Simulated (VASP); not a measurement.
Wanted: the native input for a VASP 6.6.1 run.

```
Task                   : relaxation of cell and atoms
Functional             : PBE
Potentials or basis    : VASP PAW PBE potentials, release 64 (Te)
Cutoff                 : 600 eV
k mesh                 : 3 × 3 × 6
Occupations            : gaussian, width 0.1 eV
Spin                   : no spin polarisation
Dipole correction      : no
Further INCAR settings : ALGO = Normal; EDIFF = 1e-06; IBRION = 2; EDIFFG = -0.04; NSW = 90; ISIF = 3
```

The structure of Te lies in POSCAR:

```
Te
1.0
    8.6234563832      0.0000000000      0.0000000000
   -4.3117281916      7.4681322963      0.0000000000
    0.0000000000      0.0000000000      3.2681234742
Te
6
Direct
    0.2068978667      0.4137957334      0.0000000000
    0.5862042666      0.7931021333      0.0000000000
    0.2068978667      0.7931021333      0.0000000000
    0.7931021333      0.5862042666      0.0000000000
    0.4137957334      0.2068978667      0.0000000000
    0.7931021333      0.2068978667      0.0000000000
```

The cell was generated, and may not be a known phase.

These files were run (other wordings do the same):

INCAR

```
SYSTEM = Te
PREC     = Accurate       ! precision mode
ENCUT    = 600            ! plane-wave cutoff, eV
EDIFF    = 1E-6           ! SCF threshold, eV
ISMEAR   = 0              ! smearing method
SIGMA    = 0.1            ! smearing width, eV
LREAL    = .FALSE.        ! projectors in reciprocal space
LASPH    = .TRUE.         ! aspherical terms in the spheres
NELM     = 100            ! most SCF steps
ALGO     = Normal         ! electronic algorithm
ISIF     = 3              ! what is computed and relaxed
LWAVE    = .FALSE.        ! write WAVECAR
LCHARG   = .FALSE.        ! write CHGCAR
GGA      = PE             ! functional
IBRION   = 2              ! ionic algorithm
NSW      = 90             ! ionic steps
EDIFFG   = -0.04          ! ionic threshold
```

KPOINTS

```
regular mesh
0
G
  3 3 6
  0 0 0
```

Potentials or basis: VASP PAW PBE potentials, release 64 (Te).

Run with:

```sh
$ cat potpaw_PBE.64/Te/POTCAR > POTCAR
$ mpirun -np 1 vasp_std > vasp.out
```

It gave:

```json
{
 "Relaxed volume": "34.98 Å³/atom",
 "Relaxed cell": "a = 8.578 Å, b = 8.578 Å, c = 3.294 Å, α = 90.00°, β = 90.00°, γ = 120.00°",
 "Space group after relaxing (to 0.1 Å)": "P6/mmm (No. 191)",
 "Energy gained by relaxing": "1.9 meV/atom",
 "Ionic steps": "7",
 "Pressure after relaxing": "0.0 GPa",
 "Band gap on the k mesh": "zero (bands 18 and 19 overlap by 3.03 eV)"
}
```

Caveat: spin-orbit coupling is left out, which moves the levels of the heavy elements.

It took 2.9 min on 1 thread of AMD EPYC 9R45 96-Core Processor (Zen 5), with other jobs on the host, peak memory 0.37 GiB.
